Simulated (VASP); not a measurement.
The system is ZnS.

```
Zn S
1.0
     0.00000    2.69368    2.69368
     2.69368    0.00000    2.69368
     2.69368    2.69368    0.00000
Zn S
1 1
Direct
  0.00000 0.00000 0.00000
  0.75000 0.75000 0.75000
```

* Program: VASP 6.6.1
* Task: relaxation of cell and atoms
* Functional: RPBE
* Potentials or basis: VASP PAW PBE potentials, release 64 (Zn, S)
* Cutoff: 500 eV
* k mesh: 10 × 10 × 10
* Occupations: gaussian, width 0.02 eV
* Spin: no spin polarisation

At the start: pressure 5.1 GPa; volume 19.55 Å³/atom.

Where does the relaxation end?

Over 3 steps the energy falls by 20.9 meV/atom and the volume is 20.95 Å³/atom (+7.2 %); space group F-43m (No. 216, to 0.05 Å).

The path:
```tsv
step	energy change (eV)	largest force (eV/Å)	pressure (GPa)	volume (Å³)
1	0.0000	0.0000	5.06	39.09
2	-0.0389	0.0000	-1.11	42.69
3	-0.0417	0.0000	0.02	41.90
```

Final structure:
```yaml
crystal:
  lattice:
    - [0.00000, 2.75663, 2.75663]
    - [2.75663, 0.00000, 2.75663]
    - [2.75663, 2.75663, 0.00000]
  atoms:
    - { symbol: Zn, position: [0.00000, 0.00000, 0.00000] }
    - { symbol: S, position: [0.75000, 0.75000, 0.75000] }
```

Caveat: the PAW data sets were made with another functional, which shifts forces and pressure a little.
